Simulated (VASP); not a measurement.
# BaBCl3 (P-4m2) in VASP: relaxation of cell and atoms with PBE

Aim: the relaxation of cell and atoms of BaBCl3 with PBE.

Everything below comes from runs of VASP 6.6.1. Logs are shortened: lines on timing, memory, paths and dates and some standing lists are left out, and cuts for length are marked.

### 1 The cell of the first run

Symmetry: P-4m2, No. 115, tetragonal system. The conventional cell has a = 4.410 Å, b = 4.410 Å, c = 4.618 Å, α = 90.00°, β = 90.00°, γ = 90.00°. Within 3.1 Å of Ba (site symmetry -4m2) lie 2 B at 2.31 Å and 4 Cl at 2.38 Å. B (site symmetry -4m2) has 2 Ba at 2.31 Å and 8 Cl at 2.63 to 3.12 Å within 3.2 Å. Cl (site symmetry 2mm) has 2 Ba at 2.38 Å and 2 B at 2.63 Å and 2 Cl at 2.63 Å within 3.1 Å. Within 3.5 Å of Cl (site symmetry -4m2) lie 4 Cl at 2.63 Å and 4 B at 3.12 Å.

The cell was generated, and may not be a known phase.

### 2 Relaxation of cell and atoms, PBE

Input file INCAR:

```
ALGO = Normal
EDIFF = 1E-7
EDIFFG = -0.04
ENCUT = 910
GGA = PE
GGA_COMPAT = F
IBRION = 2
ISIF = 3
ISMEAR = 0
LASPH = T
LCHARG = F
LREAL = F
LWAVE = F
NELM = 120
NELMIN = 4
NSW = 90
PREC = Accurate
SIGMA = 0.1
```

Input file KPOINTS:

```
k-points
0
Gamma
  4 4 4
```

Input file POSCAR:

```
BaBCl3
1.0
    4.4096762900      0.0000000000      0.0000000000
    0.0000000000      4.4096762900      0.0000000000
    0.0000000000      0.0000000000      4.6178898900
Ba B Cl
1 1 3
Direct
    0.0000000000      0.0000000000      0.0000000000
    0.0000000000      0.0000000000      0.5000000000
    0.0000000000      0.5000000000      0.1912014900
    0.5000000000      0.0000000000      0.8087985100
    0.5000000000      0.5000000000      0.5000000000
```

Potentials or basis: VASP PAW PBE potentials, release 64 (Ba_sv, B_h, Cl).

Run with:

```
cat potpaw_PBE.64/Ba_sv/POTCAR potpaw_PBE.64/B_h/POTCAR potpaw_PBE.64/Cl/POTCAR > POTCAR
mpirun -np 1 vasp_std > vasp.out
```

OUTCAR:

```text
EDIFF = 1E-7
   EDIFFG = -0.04
   ENCUT = 910
   GGA = PE
   IBRION = 2
   ISIF = 3
   ISMEAR = 0
   LASPH = T
   LREAL = F
   NELM = 120
   NELMIN = 4
   NSW = 90
   PREC = Accurate

 ion  position               nearest neighbor table
   1  0.000  0.000  0.000-   2 2.31   2 2.31   4 2.38   3 2.38   3 2.38   4 2.38
   2  0.000  0.000  0.500-   1 2.31   1 2.31
   3  0.000  0.500  0.191-   1 2.38   1 2.38   5 2.63   5 2.63
   4  0.500  0.000  0.809-   1 2.38   1 2.38   5 2.63   5 2.63
   5  0.500  0.500  0.500-   3 2.63   4 2.63   4 2.63   3 2.63

  LATTYP: Found a simple tetragonal cell.
 ALAT       =     4.4096762900
 C/A-ratio  =     1.0472174342

  Lattice vectors:

 A1 = (   4.4096762900,   0.0000000000,   0.0000000000)
 A2 = (   0.0000000000,   4.4096762900,   0.0000000000)
 A3 = (   0.0000000000,   0.0000000000,   4.6178898900)

Analysis of symmetry for initial positions (statically):
=====================================================================
 Subroutine PRICEL returns:
 Original cell was already a primitive cell.

 Routine SETGRP: Setting up the symmetry group for a
 simple tetragonal supercell.

 Subroutine GETGRP returns: Found  8 space group operations
 (whereof  8 operations were pure point group operations)
 out of a pool of 16 trial point group operations.

The static configuration has the point symmetry D_2d.

Analysis of symmetry for dynamics (positions and initial velocities):
=====================================================================
 Subroutine PRICEL returns:
 Original cell was already a primitive cell.

 Routine SETGRP: Setting up the symmetry group for a
 simple tetragonal supercell.

 Subroutine GETGRP returns: Found  8 space group operations
 (whereof  8 operations were pure point group operations)
 out of a pool of 16 trial point group operations.

The dynamic configuration has the point symmetry D_2d.

 Subroutine INISYM returns: Found  8 space group operations
 (whereof  8 operations are pure point group operations),
 and found     1 'primitive' translations

----------------------------------------------------------------------------------------

                                     Primitive cell

  volume of cell :      89.7960

  direct lattice vectors                    reciprocal lattice vectors
     4.409676290  0.000000000  0.000000000     0.226774016  0.000000000  0.000000000
     0.000000000  4.409676290  0.000000000     0.000000000  0.226774016  0.000000000
     0.000000000  0.000000000  4.617889890     0.000000000  0.000000000  0.216549122

  length of vectors
     4.409676290  4.409676290  4.617889890     0.226774016  0.226774016  0.216549122

  position of ions in fractional coordinates (direct lattice)
     0.000000000  0.000000000  0.000000000
     0.000000000  0.000000000  0.500000000
     0.000000000  0.500000000  0.191201490
     0.500000000  0.000000000  0.808798510
     0.500000000  0.500000000  0.500000000

  ion indices of the primitive-cell ions
   primitive index   ion index
                 1           1
                 2           2
                 3           3
                 4           4
                 5           5

----------------------------------------------------------------------------------------

 KPOINTS: k-points

Automatic generation of k-mesh.
 Grid dimensions read from file:
 generate k-points for:    4    4    4

 Generating k-lattice:

  Cartesian coordinates                     Fractional coordinates (reciprocal lattice)
     0.056693504  0.000000000  0.000000000     0.250000000  0.000000000  0.000000000
     0.000000000  0.056693504  0.000000000     0.000000000  0.250000000  0.000000000
     0.000000000  0.000000000  0.054137280     0.000000000  0.000000000  0.250000000

  Length of vectors
     0.056693504  0.056693504  0.054137280

  Shift w.r.t. Gamma in fractional coordinates (k-lattice)
     0.000000000  0.000000000  0.000000000

 Subroutine IBZKPT returns following result:
 ===========================================

 Found     18 irreducible k-points:

 Following reciprocal coordinates:
            Coordinates               Weight
  0.000000  0.000000  0.000000      1.000000
  0.250000  0.000000  0.000000      4.000000
  0.500000  0.000000  0.000000      2.000000
  0.250000  0.250000  0.000000      4.000000
  0.500000  0.250000  0.000000      4.000000
  0.500000  0.500000  0.000000      1.000000
[... 10 lines left out ...]
  0.500000  0.250000  0.500000      4.000000
  0.500000  0.500000  0.500000      1.000000
   k-points           NKPTS =     18   k-points in BZ     NKDIM =     18   number of bands    NBANDS=     21
   number of dos      NEDOS =    301   number of ions     NIONS =      5
   total plane-waves  NPLWV = 110592
   dimension x,y,z NGX =    48 NGY =   48 NGZ =   48
   dimension x,y,z NGXF=    96 NGYF=   96 NGZF=   96
   ions per type =               1   1   3
   NGX,Y,Z   is equivalent  to a cutoff of  18.10, 18.10, 17.28 a.u.
   NGXF,Y,Z  is equivalent  to a cutoff of  36.19, 36.19, 34.56 a.u.
 SYSTEM =  unknown system
   PREC   = accura    normal or accurate (medium, high low for compatibility)
   ISTART =      0    job   : 0-new  1-cont  2-samecut
   ICHARG =      2    charge: 1-file 2-atom 10-const
   ISPIN  =      1    spin polarized calculation?
   LNONCOLLINEAR =      F non collinear calculations
   LSORBIT =      F    spin-orbit coupling
   LASPH  =      T    aspherical Exc in radial PAW
   ENCUT  =  910.0 eV  66.88 Ry    8.18 a.u.  10.85 10.85 11.36*2*pi/ulx,y,z
   NELM   =    120;   NELMIN=  4; NELMDL= -5     # of ELM steps
   EDIFF  = 0.1E-06   stopping-criterion for ELM
   LREAL  =      F    real-space projection
   EDIFFG = -.4E-01   stopping-criterion for IOM
   NSW    =     90    number of steps for IOM
   IBRION =      2    ionic relax: 0-MD 1-quasi-New 2-CG
   NFREE  =      1    steps in history (QN), initial steepest desc. (CG)
   ISIF   =      3    stress and relaxation
   ISYM   =      2    0-nonsym 1-usesym 2-fastsym
   POTIM  = 0.5000    time-step for ionic-motion
   TEBEG  =    0.0;   TEEND  =   0.0 temperature during run
   PSTRESS=    0.0 pullay stress
   NELECT =      34.0000    total number of electrons
   NUPDOWN=      -1.0000    fix difference up-down
   EMIN   =  10.00;   EMAX   =-10.00  energy-range for DOS
   EFERMI =   0.00;   METHOD = LEGACY
   ISMEAR =     0;   SIGMA  =   0.10  broadening in eV -4-tet -1-fermi 0-gaus
   EFERMI_NEDOS =   21; number of points for ismear=-14 and -15
   IALGO  =     38    algorithm
   IMIX   =      4    mixing-type and parameters
     AMIX     =   0.40;   BMIX     =  1.00
     AMIX_MAG =   1.60;   BMIX_MAG =  1.00
  volume/ion in A,a.u.               =      17.96       121.19
  Fermi-wavevector in a.u.,A,eV,Ry     =   1.184356  2.238108 19.084869  1.402698
  Thomas-Fermi vector in A             =   2.320572
   LORBIT       =      0    0 simple, 1 ext, 2 COOP (PROOUT), +10 PAW based schemes
   GGA     = PE    functional components
   LHFCALC =     F    Hartree Fock is set to
   AEXX    =    0.0000 exact exchange contribution
   IVDW    =     0    specifies the selected vdW correction
   LEPSILON=     F    determine dielectric tensor
   LRPA    =     F    only Hartree local field effects (RPA)
 conjugate gradient relaxation of ions
 non-spin polarized calculation
 Gauss-broadening in eV      SIGMA  =   0.10
  energy-cutoff  :      910.00
  volume of cell :       89.80
 maximum number of plane-waves:      5640
 NGX is ok and might be reduce to    48
   NGX = 21   NGY = 21   NGZ = 23

--------------------------------------- Ionic step        1  -------------------------------------------

 number of electron      34.0000000 magnetization

 Free energy of the ion-electron system (eV)
  ---------------------------------------------------
  ext. energy  EPLUGINS =         0.00000000
  ---------------------------------------------------
  free energy    TOTEN  =        -5.87151613 eV

  energy without entropy =       -5.86288743  energy(sigma->0) =       -5.86720178

 E-fermi :   4.5862     XC(G=0): -10.1669

 val. band max:        4.5177891432   @ k =   0.5000   0.5000   0.5000
 cond. band min:       4.5916391170   @ k =   0.2500   0.2500   0.5000
 fundamental gap:      0.0738499738
 Fermi energy:         4.5861905708

 k-point     1 :       0.0000    0.0000    0.0000
  band No.  band energies     occupation
      1     -22.1391      2.00000
      2     -12.1718      2.00000
      3     -11.4766      2.00000
      4      -8.6224      2.00000
      5      -8.6224      2.00000
      6      -8.5888      2.00000
[... 531 lines left out ...]
  FREE ENERGIE OF THE ION-ELECTRON SYSTEM (eV)
  ---------------------------------------------------
  free  energy   TOTEN  =       -14.1581358370 eV

  energy  without entropy=      -14.1166145752  energy(sigma->0) =      -14.13737521

 E-fermi :  -0.4236     XC(G=0):  -7.1317

 val. band max:       -0.4591091736   @ k =   0.5000   0.2500   0.0000
 cond. band min:      -0.4130738538   @ k =   0.5000   0.5000   0.5000
 fundamental gap:      0.0460353198
 Fermi energy:        -0.4235948868

 k-point     1 :       0.0000    0.0000    0.0000
  band No.  band energies     occupation
      1     -27.4338      2.00000
      2     -14.6227      2.00000
      3     -14.4241      2.00000
      4     -12.8033      2.00000
      5     -12.6632      2.00000
      6     -12.6632      2.00000
[... 406 lines left out ...]
      5     -12.8523      2.00000
      6     -12.1423      2.00000
[... 13 lines left out ...]
     20       0.8417      0.00000
     21       4.5097      0.00000

[... ionic steps 4 to 15 ...]

--------------------------------------- Ionic step       16  -------------------------------------------

 number of electron      33.9999994 magnetization

------------------------ aborting loop because EDIFF is reached ----------------------------------------

  FORCE on cell =-STRESS in cart. coord.  units (eV):
  Direction    XX          YY          ZZ          XY          YZ          ZX
  --------------------------------------------------------------------------------------
  -------------------------------------------------------------------------------------
  Total        0.1587155      0.1587155     -0.3649569      0.0000000      0.0000000     -0.0000000
  in kB        1.4864802      1.4864802     -3.4180745      0.0000000      0.0000000     -0.0000000
  external PRESSURE =      -0.1483714 kB  Pullay stress =       0.0000000 kB
[... 63 lines left out ...]
  energy  without entropy=      -15.9516464185  energy(sigma->0) =      -15.95164642

--------------------------------------- Ionic step       18  -------------------------------------------

 number of electron      33.9999994 magnetization

 Free energy of the ion-electron system (eV)
  ---------------------------------------------------
  ext. energy  EPLUGINS =         0.00000000
  ---------------------------------------------------
  free energy    TOTEN  =       -15.95459063 eV

  energy without entropy =      -15.95459063  energy(sigma->0) =      -15.95459063

 E-fermi :   0.1602     XC(G=0):  -7.2842

 val. band max:       -0.3006460748   @ k =   0.5000   0.0000   0.5000
 cond. band min:       1.6223311013   @ k =   0.5000   0.0000   0.5000
 fundamental gap:      1.9229771761
 Fermi energy:         0.1601920382

 k-point     1 :       0.0000    0.0000    0.0000
  band No.  band energies     occupation
      1     -27.2102      2.00000
      2     -14.9174      2.00000
      3     -14.3074      2.00000
      4     -13.0400      2.00000
      5     -12.3992      2.00000
      6     -12.3992      2.00000
[... 453 lines left out ...]
  FREE ENERGIE OF THE ION-ELECTRON SYSTEM (eV)
  ---------------------------------------------------
  free  energy   TOTEN  =       -15.9545906291 eV

  energy  without entropy=      -15.9545906291  energy(sigma->0) =      -15.95459063

 reached required accuracy - stopping structural energy minimisation
```

It took 29 min on 1 thread of Intel Xeon Platinum 8488C (Sapphire Rapids), shared host; peak memory 0.4 GiB.

Results:

| Item | Value |
| --- | --- |
| Free energy | -15.9546 eV |
| Relaxed volume | 34.33 Å³/atom |
| Relaxed cell | a = 4.247 Å, b = 4.247 Å, c = 9.518 Å, α = 90.00°, β = 90.00°, γ = 90.00° |
| Space group after relaxing (to 0.1 Å) | P-4m2 (No. 115) |
| Energy gained by relaxing | 2016.6 meV/atom |
| Ionic steps | 18 |
| Pressure after relaxing | 0.1 GPa |
| Band gap on the k mesh | 1.92 eV |

Step by step:
| step | energy change (eV) | largest force (eV/Å) | pressure (GPa) | volume (Å³) |
| --- | --- | --- | --- | --- |
| 1 | 0.0000 | 2.7001 | 53.95 | 89.80 |
| 2 | -8.2202 | 0.1367 | -1.41 | 193.51 |
| 3 | -8.2866 | 0.0551 | 1.21 | 166.20 |
| 4 | -8.3158 | 0.0366 | -0.05 | 176.39 |
| 5 | -8.3162 | 0.0202 | 0.18 | 174.26 |
| 6 | -8.4978 | 0.0600 | 0.03 | 175.89 |
| 7 | -8.8493 | 0.2127 | -0.19 | 178.66 |
| 8 | -9.5560 | 0.3521 | -0.16 | 178.03 |
| 9 | -9.7594 | 0.8812 | -0.91 | 156.81 |
| 10 | -9.9213 | 0.4249 | -0.23 | 172.79 |
| 11 | -10.0106 | 0.5974 | -0.52 | 165.54 |
| 12 | -10.0112 | 0.5213 | -0.40 | 168.38 |
| 13 | -10.0149 | 0.5387 | -0.43 | 167.70 |
| 14 | -10.0358 | 0.2318 | 1.56 | 160.55 |
| 15 | -10.0547 | 0.0982 | 0.69 | 163.36 |
| 16 | -10.0798 | 0.0384 | -0.01 | 171.07 |
| 17 | -10.0801 | 0.0431 | 0.06 | 170.17 |
| 18 | -10.0831 | 0.0011 | 0.08 | 171.64 |

Final structure:
```cif
data_structure
_symmetry_space_group_name_H-M 'P 1'
_symmetry_Int_Tables_number 1
_cell_length_a 4.2466
_cell_length_b 4.2466
_cell_length_c 9.5176
_cell_angle_alpha 90.000
_cell_angle_beta 90.000
_cell_angle_gamma 90.000
_cell_volume 171.64
loop_
_atom_site_label
_atom_site_type_symbol
_atom_site_fract_x
_atom_site_fract_y
_atom_site_fract_z
_atom_site_occupancy
Ba1 Ba 0.00000 0.00000 0.00000 1
B1 B 0.00000 0.00000 0.50000 1
Cl1 Cl 0.00000 0.50000 0.20110 1
Cl2 Cl 0.50000 0.00000 0.79890 1
Cl3 Cl 0.50000 0.50000 0.50000 1
```

Caveat: the volume moved by over 15 % at a fixed basis, so the end points are rough; spin-orbit coupling is left out, which moves the levels of the heavy elements.
